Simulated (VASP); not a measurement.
# MoS2 (P1) in VASP: single point with PBE+D3(BJ)

Aim: the single point of MoS2 with PBE+D3(BJ).

Program: VASP 6.6.1. These are calculated values, not measurements. Logs are shortened: lines on timing, memory, paths and dates and some standing lists are left out, and cuts for length are marked.

### Step 1. The cell of the first run

The typed cell holds 9 atoms: a = 3.153 Å, b = 3.153 Å, c = 18.043 Å, α = 85.82°, β = 86.66°, γ = 60.00°.

### Step 2. Single point, PBE+D3(BJ) (layers slid over each other)

INCAR

```
SYSTEM = MoS2
  ALGO = Normal
  EDIFF = 1E-6
  ENCUT = 520
  GGA = PE
  ISIF = 2
  ISMEAR = 0
  IVDW = 12
  LASPH = .True.
  LCHARG = .True.
  LELF = .True.
  LREAL = .False.
  LVHAR = .True.
  LWAVE = .False.
  NBANDS = 49
  NELM = 80
  PREC = Accurate
  SIGMA = 0.05
```

KPOINTS

```
k-points
0
Gamma
  10 10 2
  0 0 0
```

POSCAR

```
MoS2
1.0
   -1.5764743774     -2.7305337185      0.0000000000
    1.5764743774     -2.7305337185      0.0000000000
    0.2627457296     -1.3652668593     17.9896049492
Mo S
3 6
Direct
    0.8611054547      0.7222109095      0.8333672715
    0.3055498992      0.2777664651      0.1667006048
    0.5833276770      0.4999886873      0.5000339382
    0.9021818123      0.8043636245      0.5869091264
    0.1799595900      0.0265858467      0.9202424598
    0.6244040345      0.5821414023      0.2535757931
    0.9311543997      0.8623087993      0.4130736021
    0.2089321774      0.0845310215      0.7464069354
    0.6533766219      0.6400865771      0.0797402687
```

Potentials or basis: VASP PAW PBE potentials, release 64 (Mo_sv, S).

The run is started by

```sh
cat potpaw_PBE.64/Mo_sv/POTCAR potpaw_PBE.64/S/POTCAR > POTCAR
mpirun -np 1 vasp_std > vasp.out
```

OUTCAR:

```text
SYSTEM = MoS2
   EDIFF = 1E-6
   ENCUT = 520
   GGA = PE
   ISIF = 2
   ISMEAR = 0
   IVDW = 12
   LASPH = .True.
   LREAL = .False.
   NELM = 80
   PREC = Accurate
 IVDW          = 12

 ion  position               nearest neighbor table
   1  0.861  0.722  0.833-   5 2.40   5 2.40   5 2.40   8 2.40   8 2.40   8 2.40
   2  0.306  0.278  0.167-   6 2.40   6 2.40   6 2.40   9 2.40   9 2.40   9 2.40
   3  0.583  0.500  0.500-   4 2.40   4 2.40   4 2.40   7 2.40   7 2.40   7 2.40
   4  0.902  0.804  0.587-   3 2.40   3 2.40   3 2.40
   5  0.180  0.027  0.920-   1 2.40   1 2.40   1 2.40
   6  0.624  0.582  0.254-   2 2.40   2 2.40   2 2.40
   7  0.931  0.862  0.413-   3 2.40   3 2.40   3 2.40
   8  0.209  0.085  0.746-   1 2.40   1 2.40   1 2.40
   9  0.653  0.640  0.080-   2 2.40   2 2.40   2 2.40

  LATTYP: Found a triclinic cell.
 ALAT       =     3.1529487548
 B/A-ratio  =     1.0000000000
 C/A-ratio  =     5.7950114549
 COS(alpha) =     0.0143801844
 COS(beta)  =     0.1581820284
 COS(gamma) =     0.5000000000

  Lattice vectors:

 A1 = (   3.1529487548,   0.0000000000,   0.0000000000)
 A2 = (   1.5764743774,  -2.7305337185,   0.0000000000)
 A3 = (   2.8902030252,   1.3652668593, -17.9896049492)

Analysis of symmetry for initial positions (statically):
=====================================================================
 Subroutine PRICEL returns:
 Original cell was already a primitive cell.

 Routine SETGRP: Setting up the symmetry group for a
 triclinic supercell.

 Subroutine GETGRP returns: Found  1 space group operations
 (whereof  1 operations were pure point group operations)
 out of a pool of  2 trial point group operations.

The static configuration has the point symmetry C_1 .

Analysis of symmetry for dynamics (positions and initial velocities):
=====================================================================
 Subroutine PRICEL returns:
 Original cell was already a primitive cell.

 Routine SETGRP: Setting up the symmetry group for a
 triclinic supercell.

 Subroutine GETGRP returns: Found  1 space group operations
 (whereof  1 operations were pure point group operations)
 out of a pool of  2 trial point group operations.

The dynamic configuration has the point symmetry C_1 .

 Subroutine INISYM returns: Found  1 space group operations
 (whereof  1 operations are pure point group operations),
[... 114 lines left out ...]
   IBRION =     -1    ionic relax: 0-MD 1-quasi-New 2-CG
   NFREE  =      0    steps in history (QN), initial steepest desc. (CG)
   ISIF   =      2    stress and relaxation
   ISYM   =      2    0-nonsym 1-usesym 2-fastsym
   POTIM  = 0.5000    time-step for ionic-motion
   TEBEG  =    0.0;   TEEND  =   0.0 temperature during run
   PSTRESS=    0.0 pullay stress
   NELECT =      78.0000    total number of electrons
   NUPDOWN=      -1.0000    fix difference up-down
   EMIN   =  10.00;   EMAX   =-10.00  energy-range for DOS
   EFERMI =   0.00;   METHOD = LEGACY
   ISMEAR =     0;   SIGMA  =   0.05  broadening in eV -4-tet -1-fermi 0-gaus
   EFERMI_NEDOS =   21; number of points for ismear=-14 and -15
   IALGO  =     38    algorithm
   IMIX   =      4    mixing-type and parameters
     AMIX     =   0.40;   BMIX     =  1.00
     AMIX_MAG =   1.60;   BMIX_MAG =  1.00
  volume/ion in A,a.u.               =      17.21       116.13
  Fermi-wavevector in a.u.,A,eV,Ry     =   1.302500  2.461368 23.082362  1.696506
  Thomas-Fermi vector in A             =   2.433564
   LORBIT       =      0    0 simple, 1 ext, 2 COOP (PROOUT), +10 PAW based schemes
   GGA     = PE    functional components
   LHFCALC =     F    Hartree Fock is set to
   AEXX    =    0.0000 exact exchange contribution
   IVDW    =    12    specifies the selected vdW correction
   LEPSILON=     F    determine dielectric tensor
   LRPA    =     F    only Hartree local field effects (RPA)
 non-spin polarized calculation
 Gauss-broadening in eV      SIGMA  =   0.05
  energy-cutoff  :      520.00
  volume of cell :      154.88
 maximum number of plane-waves:      4196
   NGX = 11   NGY = 11   NGZ = 67

 number of electron      77.9999998 magnetization

 Free energy of the ion-electron system (eV)
  ---------------------------------------------------
  ext. energy  EPLUGINS =         0.00000000
  ---------------------------------------------------
  free energy    TOTEN  =       -65.26970341 eV

  energy without entropy =      -65.26970341  energy(sigma->0) =      -65.26970341

 E-fermi :   8.3409     XC(G=0): -11.0544

 val. band max:        8.1067949275   @ k =   0.0000   0.0000   0.5000
 cond. band min:       8.8914851522   @ k =  -0.2000   0.2000   0.0000
 fundamental gap:      0.7846902246
 Fermi energy:         8.3408733406

 k-point     1 :       0.0000    0.0000    0.0000
  band No.  band energies     occupation
      1     -53.5533      2.00000
      2     -53.5092      2.00000
      3     -53.4673      2.00000
      4     -27.7188      2.00000
      5     -27.6739      2.00000
      6     -27.6327      2.00000
[... 1237 lines left out ...]
     48      10.7465      0.00000
     49      12.0054      0.00000

 [... further k-points ...]

------------------------ aborting loop because EDIFF is reached ----------------------------------------

 Edisp (eV)   -3.96227

 E8    (eV) :    -1.5978

  FORCE on cell =-STRESS in cart. coord.  units (eV):
  Direction    XX          YY          ZZ          XY          YZ          ZX
  --------------------------------------------------------------------------------------
  -------------------------------------------------------------------------------------
  Total       0.04339    -0.21890     0.08172     0.05053    -0.17925    -0.32312
  in kB       0.44886    -2.26450     0.84542     0.52275    -1.85430    -3.34265
  external pressure =       -0.32 kB  Pullay stress =        0.00 kB

 VOLUME and BASIS-vectors are now :
 -----------------------------------------------------------------------------
  energy-cutoff  :      520.00
  volume of cell :      154.88
      direct lattice vectors                 reciprocal lattice vectors
    -1.576474377 -2.730533718  0.000000000    -0.317163417 -0.183114384 -0.009264610
     1.576474377 -2.730533718  0.000000000     0.317163417 -0.183114384 -0.018529219
     0.262745730 -1.365266859 17.989604949     0.000000000  0.000000000  0.055587658

 POSITION                                       TOTAL-FORCE (eV/Angst)
 -----------------------------------------------------------------------------------
      0.00000     -5.46107     14.99195         0.016180      0.011857     -0.030873
      0.00000     -1.82036      2.99888        -0.012618     -0.006011     -0.014067
      0.00000     -3.64071      8.99541        -0.000019      0.000020      0.005468
     -0.00000     -5.46107     10.55826        -0.000077     -0.000109     -0.017974
      0.00000     -1.82036     16.55480         0.085244      0.047725     -0.067537
     -0.00000     -3.64071      4.56173        -0.001130     -0.004446     -0.004772
     -0.00000     -5.46107      7.43103         0.000002     -0.000022      0.012047
      0.00000     -1.82036     13.42757        -0.002580     -0.005443      0.022771
     -0.00000     -3.64071      1.43450        -0.085003     -0.043571      0.094937
 -----------------------------------------------------------------------------------
    total drift:                               -0.000000      0.000113      0.000027

  FREE ENERGIE OF THE ION-ELECTRON SYSTEM (eV)
  ---------------------------------------------------
  free  energy   TOTEN  =       -69.2319724957 eV

  energy  without entropy=      -69.2319724957  energy(sigma->0) =      -69.23197250
```

stdout:

```text
POSCAR found type information on POSCAR MoS
 POSCAR found :  2 types and       9 ions
 scaLAPACK will be used
 LDA part: xc-table for (Slater+PW92), standard interpolation
 POSCAR, INCAR and KPOINTS ok, starting setup
 FFT: planning ... GRIDC
 FFT: planning ... GRID_SOFT
 FFT: planning ... GRID
 WAVECAR not read
 entering main loop
```

Wall time 12 min (1 thread of Oxide Virtual Turin-like, shared host); peak memory 0.64 GiB.

Results:

- Free energy: -69.2320 eV
- Pressure: 0.0 GPa
- Largest force: 0.135 eV/Å
- Band gap on the k mesh: 0.78 eV (least direct gap 1.90 eV)
- Dispersion energy per atom: -0.440 eV

Forces on the atoms (eV/Å):
```
Mo   0.016  0.012 -0.031
Mo  -0.013 -0.006 -0.014
Mo   0.000  0.000  0.005
S    0.000  0.000 -0.018
S    0.085  0.048 -0.068
S   -0.001 -0.004 -0.005
S    0.000  0.000  0.012
S   -0.003 -0.005  0.023
S   -0.085 -0.044  0.095
```

Caveat: the cell differs from its parent crystal (layers slid over each other).
